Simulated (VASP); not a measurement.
Write the native input for VASP 6.6.1 that does the following.

* Task: single point
* Functional: LDA
* Potentials or basis: VASP PAW LDA potentials, release 64 (B, N)
* Cutoff: 520 eV
* k mesh: 12 × 12 × 6
* Occupations: gaussian, width 0.05 eV
* Spin: no spin polarisation
* Dipole correction: no
* Further INCAR settings: ALGO = Normal; EDIFF = 1e-06; NBANDS = 16

The structure of BN lies in POSCAR:

```
BN
1.0
    2.5539396017      0.0000000000      0.0000000000
   -1.2769698009      2.2117765748      0.0000000000
    0.0000000000      0.0000000000      4.2268550000
B N
2 2
Direct
    0.6666666667      0.3333333333      0.9997240000
    0.3333333333      0.6666666667      0.4997240000
    0.6666666667      0.3333333333      0.6252760000
    0.3333333333      0.6666666667      0.1252760000
```

The input as run:

INCAR

```
  PREC = Accurate
  ENCUT = 520
  EDIFF = 1E-6
  ISMEAR = 0
  SIGMA = 0.05
  LREAL = F
  LASPH = T
  NELM = 80
  ALGO = Normal
  ISIF = 2
  LWAVE = F
  LCHARG = F
  NBANDS = 16
```

KPOINTS

```
Automatic mesh
0
Gamma
  12 12 6
```

Potentials or basis: VASP PAW LDA potentials, release 64 (B, N).

Command:

```console
$ cat potpaw_LDA.64/B/POTCAR potpaw_LDA.64/N/POTCAR > POTCAR
$ mpirun -np 1 vasp_std > vasp.out
```

It gave:

```
Pressure               : -12.9 GPa
Largest force          : 0.021 eV/Å
Band gap on the k mesh : 4.96 eV, indirect (least direct gap 8.11 eV)
```

Wall time 18 s on 1 thread of AMD EPYC 7R43 64-Core Processor (Zen 3) (shared host), peak memory 0.1 GiB.
